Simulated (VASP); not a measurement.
# GaN (F-43m) in VASP: notebook, part 2 of 2

VASP 6.6.1. The steps go on from the part before.

## Step 5: Relaxation of cell and atoms, BLYP+D3(BJ)

This run uses another cell than the first one, of 11.44 Å³/atom, 0.987 times its volume.

Input file INCAR:

```
SYSTEM = GaN
AGGAC = 1.0 ; AGGAX = 1.0
ALDAC = 0.0 ; ALDAX = 1.0
ALGO = Normal ; EDIFF = 1E-7
EDIFFG = -0.01 ; ENCUT = 600
GGA = B5 ; IBRION = 2
ISIF = 3 ; ISMEAR = -1
IVDW = 12 ; LASPH = .TRUE.
LCHARG = .FALSE. ; LREAL = .FALSE.
LWAVE = .FALSE. ; NELM = 60
NSW = 60 ; PREC = Accurate
SIGMA = 0.05 ; VDW_A1 = 0.4298
VDW_A2 = 4.2359 ; VDW_S6 = 1.0
VDW_S8 = 2.6996
```

Input file KPOINTS:

```
k-points
0
G
  10 10 10
  0 0 0
```

Input file POSCAR:

```
GaN
1.0
    0.0000000000      2.2535006075      2.2535006075
    2.2535006075      0.0000000000      2.2535006075
    2.2535006075      2.2535006075      0.0000000000
Ga N
1 1
Direct
    0.0000000000      0.0000000000      0.0000000000
    0.2500000000      0.2500000000      0.2500000000
```

Potentials or basis: VASP PAW PBE potentials, release 64 (Ga_d, N).

Run with:

```console
$ cat potpaw_PBE.64/Ga_d/POTCAR potpaw_PBE.64/N/POTCAR > POTCAR
$ mpirun -np 1 vasp_std > vasp.out
```

OUTCAR:

```text
SYSTEM = GaN
   EDIFF = 1E-7
   EDIFFG = -0.01
   ENCUT = 600
   GGA = B5
   IBRION = 2
   ISIF = 3
   ISMEAR = -1
   IVDW = 12
   LASPH = .TRUE.
   LREAL = .FALSE.
   NELM = 60
   NSW = 60
   PREC = Accurate
 IVDW          = 12

 ion  position               nearest neighbor table
   1  0.000  0.000  0.000-   2 1.95   2 1.95   2 1.95   2 1.95
   2  0.250  0.250  0.250-   1 1.95   1 1.95   1 1.95   1 1.95

  LATTYP: Found a face centered cubic cell.
 ALAT       =     4.5070012150

  Lattice vectors:

 A1 = (   0.0000000000,   2.2535006075,   2.2535006075)
 A2 = (   2.2535006075,   0.0000000000,   2.2535006075)
 A3 = (   2.2535006075,   2.2535006075,   0.0000000000)

Analysis of symmetry for initial positions (statically):
=====================================================================
 Subroutine PRICEL returns:
 Original cell was already a primitive cell.

 Routine SETGRP: Setting up the symmetry group for a
 face centered cubic supercell.

 Subroutine GETGRP returns: Found 24 space group operations
 (whereof 24 operations were pure point group operations)
 out of a pool of 48 trial point group operations.

The static configuration has the point symmetry T_d .

Analysis of symmetry for dynamics (positions and initial velocities):
=====================================================================
 Subroutine PRICEL returns:
 Original cell was already a primitive cell.

 Routine SETGRP: Setting up the symmetry group for a
 face centered cubic supercell.

[... 151 lines left out ...]
  free energy    TOTEN  =       -10.96321342 eV

  energy without entropy =      -10.96321342  energy(sigma->0) =      -10.96321342

------------------------ aborting loop because EDIFF is reached ----------------------------------------

 Edisp (eV)   -1.12026

 E8    (eV) :    -0.7954
[... 71 lines left out ...]
--------------------------------------- Ionic step        3  -------------------------------------------

 number of electron      18.0000004 magnetization

 Free energy of the ion-electron system (eV)
  ---------------------------------------------------
  ext. energy  EPLUGINS =         0.00000000
  ---------------------------------------------------
  free energy    TOTEN  =       -10.99172908 eV

  energy without entropy =      -10.99172908  energy(sigma->0) =      -10.99172908

 E-fermi :   6.3379     XC(G=0): -11.0005

 val. band max:        5.4611386327   @ k =   0.0000   0.0000   0.0000
 cond. band min:       7.1380619774   @ k =   0.0000   0.0000   0.0000
 fundamental gap:      1.6769233447
 Fermi energy:         6.3379235725

 k-point     1 :       0.0000    0.0000    0.0000
  band No.  band energies     occupation
      1     -10.2183      2.00000
      2      -8.0689      2.00000
      3      -8.0689      2.00000
      4      -8.0689      2.00000
      5      -7.7745      2.00000
      6      -7.7745      2.00000
      7       5.4611      2.00000
      8       5.4611      2.00000
      9       5.4611      2.00000
     10       7.1381      0.00000
     11      15.6391      0.00000
     12      15.6391      0.00000
     13      15.6391      0.00000
[... 354 lines left out ...]
  band No.  band energies     occupation
      1      -9.3997      2.00000
      2      -7.9421      2.00000
      3      -7.8606      2.00000
      4      -7.8606      2.00000
      5      -7.7179      2.00000
      6      -6.7490      2.00000
      7       0.5114      2.00000
      8       3.0857      2.00000
      9       3.3914      2.00000
     10      10.0853      0.00000
     11      12.4154      0.00000
     12      16.3703      0.00000
     13      18.1304      0.00000

 [... further k-points ...]

------------------------ aborting loop because EDIFF is reached ----------------------------------------

 Edisp (eV)   -1.09690

 E8    (eV) :    -0.7788
[... 25 lines left out ...]
  FREE ENERGIE OF THE ION-ELECTRON SYSTEM (eV)
  ---------------------------------------------------
  free  energy   TOTEN  =       -12.0886336530 eV

  energy  without entropy=      -12.0886336525  energy(sigma->0) =      -12.08863365

 reached required accuracy - stopping structural energy minimisation
```

OSZICAR:

```text
N       E                     dE             d eps       ncg     rms          rms(c)
DAV:   1     0.946843061114E+02    0.94684E+02   -0.10604E+04  1331   0.272E+03
DAV:   2    -0.546743407283E+01   -0.10015E+03   -0.95096E+02  1387   0.381E+02
DAV:   3    -0.132573438825E+02   -0.77899E+01   -0.77399E+01  1387   0.969E+01
[... 26 lines left out ...]
DAV:   4    -0.109917372508E+02    0.11211E-02   -0.11960E-03  1600   0.557E-01    0.124E-02
DAV:   5    -0.109917293401E+02    0.79107E-05   -0.74188E-05  1495   0.143E-01    0.111E-02
DAV:   6    -0.109917292716E+02    0.68550E-07   -0.11086E-06  1298   0.127E-02    0.980E-03
DAV:   7    -0.109917291184E+02    0.15316E-06   -0.61753E-07  1397   0.139E-02    0.195E-03
DAV:   8    -0.109917290783E+02    0.40165E-07   -0.79428E-08   634   0.543E-03
   3 F= -.12088634E+02 E0= -.12088634E+02  d E =-.516016E-02
```

CONTCAR:

```text
GaN
   1.00000000000000
     0.0000000000000000    2.2686804980014328    2.2686804980014328
     2.2686804980014328    0.0000000000000000    2.2686804980014328
     2.2686804980014328    2.2686804980014328    0.0000000000000000
  Ga              N
     1     1
Direct
     0.0000000000000000    0.0000000000000000    0.0000000000000000
     0.2500000000000000    0.2500000000000000    0.2500000000000000

  0.00000000E+00  0.00000000E+00  0.00000000E+00
  0.00000000E+00  0.00000000E+00  0.00000000E+00
```

Wall time 44 s (1 thread of Intel Xeon 6975P-C (Granite Rapids), shared host); peak memory 0.18 GiB.

What came out:

| Item | Value |
| --- | --- |
| Free energy | -12.0886 eV |
| Relaxed volume | 11.68 Å³/atom |
| Relaxed cell | a = 3.208 Å, b = 3.208 Å, c = 3.208 Å, α = 60.00°, β = 60.00°, γ = 60.00° |
| Space group after relaxing (to 0.05 Å) | F-43m (No. 216) |
| Energy gained by relaxing | 2.6 meV/atom |
| Ionic steps | 3 |
| Pressure after relaxing | 0.0 GPa |
| Band gap on the k mesh | 1.68 eV, direct |
| Dispersion energy per atom | -0.548 eV |

Step by step:
| step | energy change (eV) | largest force (eV/Å) | pressure (GPa) | volume (Å³) |
| --- | --- | --- | --- | --- |
| 1 | 0.0000 | 0.0000 | 3.63 | 22.89 |
| 2 | -0.0014 | 0.0000 | -2.94 | 23.76 |
| 3 | -0.0052 | 0.0000 | -0.05 | 23.35 |

Final structure:
```
Ga N
1.0
     0.00000    2.26868    2.26868
     2.26868    0.00000    2.26868
     2.26868    2.26868    0.00000
Ga N
1 1
Cartesian
  0.0000 0.0000 0.0000
  1.1343 1.1343 1.1343
```

Caveat: the PAW data sets were made with another functional, which shifts forces and pressure a little.

## Step 6: The runs side by side

| task | level | cell | cutoff (eV) | gap on the mesh (eV) | pressure (GPa) |
| --- | --- | --- | --- | --- | --- |
| single point | BLYP+D3(BJ) | a = 3.201 Å, angles 60.0°, 2 atoms | 520 | 1.72 | 1.4 |
| single point | r2SCAN+D4 | a = 3.170 Å, angles 60.0°, 2 atoms | 520 | 2.23 | 1.1 |
| single point | r2SCAN | a = 3.187 Å, angles 60.0°, 2 atoms | 520 | 2.12 | -0.1 |
| relaxation of cell and atoms | BLYP+D3(BJ) | relaxed from a = 3.187 Å, angles 60.0°, 2 atoms | 600 | 1.68 | 0.0 |

Alike in all rows: potentials or basis VASP PAW PBE potentials, release 64 (Ga_d, N); no spin polarisation; k mesh 10 × 10 × 10; smearing fermi-dirac 0.05 eV.

Caveats: the PAW data sets were made with another functional, which shifts forces and pressure a little.

Total energies depend on the potentials used, so only differences within one code and one set of settings carry meaning.
